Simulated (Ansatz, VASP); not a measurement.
# Two plane-wave programs on MgO

Contents of POSCAR:

```
MgO
1.0
    2.5519312199      0.0000000000      0.0000000000
    0.0000000000      2.5519312199      0.0000000000
    0.0000000000      0.0000000000      2.5519312199
Mg O
1 1
Direct
    0.0000000000      0.0000000000      0.0000000000
    0.5000000000      0.5000000000      0.5000000000
```

File INCAR.step1:

```
SYSTEM = MgO
  ALGO = Normal
  EDIFF = 1E-5
  ENCUT = 750
  GGA = PE
  GGA_COMPAT = .False.
  ISMEAR = 0
  LASPH = .True.
  LCHARG = .False.
  LREAL = .False.
  LWAVE = .True.
  NBANDS = 15
  NELM = 120
  PREC = Accurate
  SIGMA = 0.05
```

File INCAR.step2:

```
SYSTEM = MgO
  ALGO = Normal
  EDIFF = 1E-6
  ENCUT = 750
  GGA_COMPAT = .False.
  ISIF = 2
  ISMEAR = 0
  ISTART = 1
  LASPH = .True.
  LCHARG = .False.
  LMIXTAU = .True.
  LREAL = .False.
  LWAVE = .False.
  METAGGA = R2SCAN
  NBANDS = 15
  NELM = 120
  PREC = Accurate
  SIGMA = 0.05
```

KPOINTS

```
k-points
0
Gamma
  10 10 10
  0 0 0
```

Input for Ansatz:

```yaml
crystal:
  lattice:
    - [2.5519312199, 0.0, 0.0]
    - [0.0, 2.5519312199, 0.0]
    - [0.0, 0.0, 2.5519312199]
  atoms:
    - { symbol: Mg, position: [0.0, 0.0, 0.0] }
    - { symbol: O, position: [0.5, 0.5, 0.5] }
basis:
  ecutwfc: 500
  ecutrho_ratio: 4
kpoints:
  mp_grid: { grid: [10, 10, 10] }
hamiltonian:
  xc: r2scan
scf:
  occupations: { method: gaussian, width: 0.05 }
output:
  forces: true
  stress: true
  eigenvalues: true
```

Alike in both runs: task single point; functional r2SCAN; k mesh 10 × 10 × 10; occupations gaussian, width 0.05 eV; no spin polarisation.

```csv
,VASP,Ansatz
version,VASP 6.6.1,Ansatz 0.2.0
potentials or method,"VASP PAW PBE potentials, release 64 (Mg_sv, O), cutoff 750 eV","scalar-relativistic, plane waves, PAW"
valence electrons in the cell,16,16
```

```csv
,VASP,Ansatz,Ansatz less VASP
gap on the k mesh at the Fermi level (eV),4.38,4.35,-0.033
least direct gap on the mesh (eV),5.53,5.50,-0.033
pressure (GPa),15.2,15.5,+0.37
```

VASP's potentials were made for PBE, not for r2SCAN. The functional is the same, so the differences come from potentials, cutoffs and numerics.
